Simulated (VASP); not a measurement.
Wanted: the native input for a VASP 6.6.1 run.

* Task: single point
* Functional: PBE
* Potentials or basis: VASP PAW PBE potentials, release 64 (Li_sv, F)
* Cutoff: 520 eV
* k mesh: 4 × 4 × 4
* Occupations: gaussian, width 0.1 eV
* Spin: no spin polarisation
* Dipole correction: no
* Further INCAR settings: ALGO = Normal; EDIFF = 1e-06; NBANDS = 30

The structure of LiF lies in POSCAR:

```
LiF
1.0
    2.1845371753      2.1951543695      0.0007480961
    2.1775344267     -2.1863478447      4.3610642045
    2.1712969831     -2.1829962969     -4.3562968537
Li F
4 4
Direct
    0.4987456192      0.3745126021      0.6253790667
    0.0005109208      0.8746303295      0.6252468845
   -0.0007344823      0.3751966845      0.1253605827
    0.5010230875      0.8751370523      0.1252314775
    0.9991436982      0.2498737849      0.7498311549
    0.5006162216      0.7498240157      0.7496321952
    0.4993913177      0.2503969708      0.2497229294
    0.0013036174      0.7504285603      0.2495957090
```

The input as run:

INCAR

```
PREC = Accurate
ENCUT = 520
EDIFF = 1E-6
ISMEAR = 0
SIGMA = 0.1
LREAL = False
LASPH = True
NELM = 100
ALGO = Normal
ISIF = 2
LWAVE = False
LCHARG = False
GGA = PE
NBANDS = 30
```

KPOINTS

```
regular mesh
0
Gamma
  4 4 4
```

Potentials or basis: VASP PAW PBE potentials, release 64 (Li_sv, F).

The run is started by

```sh
$ cat potpaw_PBE.64/Li_sv/POTCAR potpaw_PBE.64/F/POTCAR > POTCAR
$ mpirun -np 1 vasp_std > vasp.out
```

Results of the run:

```yaml
Largest_force: 0.006 eV/Å
Band_gap_on_the_k_mesh: 7.62 eV
```

Caveat: the k points lie up to 0.51 Å⁻¹ apart.

Run time: 69 s on 1 thread of AMD EPYC 9R45 (Zen 5) (shared host), peak memory 0.17 GiB.
